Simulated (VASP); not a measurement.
Runs of VASP 6.6.1 on Zr. The structure is that of space group P6_3/mmc (No. 194), or close to it. The cells are those of the table. 

```csv
task,cell,k mesh,cutoff (eV),gap on the mesh (eV),pressure (GPa),relaxed volume (Å³/atom)
single point,"a = 4.904, b = 4.904, c = 4.923 Å, angles 90.0, 90.0, 120.0°, 4 atoms",6 × 6 × 4,520,none,0.1,-
single point,"a = 3.502, b = 3.502, c = 9.539 Å, angles 90.0, 90.0, 120.0°, 4 atoms",6 × 6 × 2,520,none,69.4,-
single point,"a = 4.918, b = 4.918, c = 4.811 Å, angles 90.0, 90.0, 120.0°, 4 atoms",12 × 12 × 10,520,none,0.2,-
relaxation of cell and atoms,"relaxed from a = 4.952, b = 4.952, c = 4.808 Å, angles 90.0, 90.0, 120.0°, 4 atoms",6 × 6 × 4,600,none,0.1,(a)
single point,"a = 4.952, b = 4.952, c = 4.808 Å, angles 90.0, 90.0, 120.0°, 4 atoms",6 × 6 × 2,520,none,0.2,-
relaxation of cell and atoms,"relaxed from a = 3.502, b = 3.502, c = 9.539 Å, angles 90.0, 90.0, 120.0°, 4 atoms",6 × 6 × 2,600,none,0.0,25.42
```

Alike in all rows: level PBEsol; potentials or basis VASP PAW PBE potentials, release 64 (Zr_sv); no spin polarisation; smearing gaussian 0.1 eV.

Question: Fill in the values left out.

Answer: (a) 25.63.

Caveats: some runs use coarse meshes; the PAW data sets were made with another functional, which shifts forces and pressure a little; atoms lie so close that the PAW spheres overlap strongly, which falsifies energies and pressures (at least some runs); the stress differs along the axes, from -8 to 108 GPa (at least some runs); a cell axis changed by over 15 % at a fixed basis, so the end point is rough (at least some runs).

A k mesh can miss the band edges, and the runs leave out spin-orbit coupling on Zr.

A gap of «none» marks levels without a gap at the run's occupations.
